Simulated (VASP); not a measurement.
Input of a VASP 6.6.1 run:

INCAR

```
SYSTEM = C
PREC     = Accurate       ! precision mode
ENCUT    = 520            ! plane-wave cutoff, eV
EDIFF    = 1E-6           ! SCF threshold, eV
ISMEAR   = 0              ! smearing method
SIGMA    = 0.05           ! smearing width, eV
LREAL    = .False.        ! projectors in reciprocal space
LASPH    = .True.         ! aspherical terms in the spheres
NELM     = 100            ! most SCF steps
ALGO     = Normal         ! electronic algorithm
ISIF     = 2              ! what is computed and relaxed
LWAVE    = .False.        ! write WAVECAR
LCHARG   = .True.         ! write CHGCAR
LELF     = .True.         ! ELF
LVHAR    = .True.       
NBANDS   = 11             ! bands
```

Contents of KPOINTS:

```
regular mesh
0
Gamma
  12 12 12
  0 0 0
```

POSCAR

```
C
1.0
    1.2587270051      0.7267263753      3.1796602974
   -1.2587270051      0.7267263753      3.1796602974
    0.0000000000     -1.4534527505      3.1796602974
C
2
Direct
    0.1640000000      0.1640000000      0.1640000000
    0.8360000000      0.8360000000      0.8360000000
```

Potentials or basis: VASP PAW LDA potentials, release 64 (C).

Launch:

```console
$ cat potpaw_LDA.64/C/POTCAR > POTCAR
$ mpirun -np 1 vasp_std > vasp.out
```

Task: What does it give for the band gap on the k mesh?

Result: 1.03 eV, direct.

Task: Predict the pressure.

Result: -22.3 GPa.

Forces in eV/Å, atoms in the order of the input:
```
C    0.000  0.000  0.813
C    0.000  0.000 -0.813
```

Caveat: the cell differs from its parent crystal (strain +0.025 along x and y, -0.050 along z). A k mesh can miss the band edges.
